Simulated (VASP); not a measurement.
**Rh: relaxation of shape and atoms at fixed volume with PBEsol**

Crystal: Rh.

```xyz
4
Lattice="2.7279 0.0000 0.0000 -1.3640 2.3624 0.0000 0.0000 0.0000 8.8983" Properties=species:S:1:pos:R:3 pbc="T T T"
Rh    0.0000    0.0000    0.0000
Rh    0.0000    1.5750    2.2246
Rh    0.0000    0.0000    4.4492
Rh    1.3640    0.7875    6.6737
```

This cell differs from its parent crystal: volume scaled by 1.06.

```yaml
Program: VASP 6.6.1
Task: relaxation of shape and atoms at fixed volume
Functional: PBEsol
Potentials_or_basis: VASP PAW PBE potentials, release 64 (Rh_pv)
Cutoff: 500 eV
k_mesh: 18 × 18 × 6
Occupations: gaussian, width 0.1 eV
Spin: no spin polarisation
Dipole_correction: no
Further_INCAR_settings: ALGO = Normal; EDIFF = 1e-07; IBRION = 2; EDIFFG = -0.01; NSW = 50; ISIF = 4
```

The pressure after relaxing is -14.7 GPa and the band gap on the k mesh is zero (band 30 reaches 11.79 eV, above the bottom of band 31 at 9.92 eV).

Stress tensor (GPa, compression positive):
```
-14.69   0.00   0.00
  0.00 -14.69   0.00
  0.00   0.00 -14.85
```

Final structure:
```xyz
4
Lattice="2.7279 0.0000 0.0000 -1.3640 2.3624 0.0000 0.0000 0.0000 8.8983" Properties=species:S:1:pos:R:3 pbc="T T T"
Rh    0.0000    0.0000    0.0000
Rh    0.0000    1.5750    2.2246
Rh    0.0000    0.0000    4.4492
Rh    1.3640    0.7875    6.6737
```

Levels at points of the mesh, in eV from the Fermi level:
```
           k point  band 28  band 29  band 30  band 31  band 32  band 33
(0.00, 0.00, 0.00)    -1.36    -1.36    -0.81    -0.81    -0.33    -0.33
(0.50, 0.00, 0.00)     0.56     0.60     0.76     0.77     0.80     1.18
(0.00, 0.00, 0.50)    -1.11    -1.07    -1.07    -1.07    -1.07     0.07
(0.50, 0.00, 0.50)    -0.11     0.54     0.54     0.74     0.74     2.72
```

It took 110 s on 1 thread of Intel(R) Xeon(R) 6975P-C (Granite Rapids), on a shared host, peak memory 0.31 GiB.

Caveat: the relaxation stopped at its first step, so nothing moved; the PAW data sets were made with another functional, which shifts forces and pressure a little.
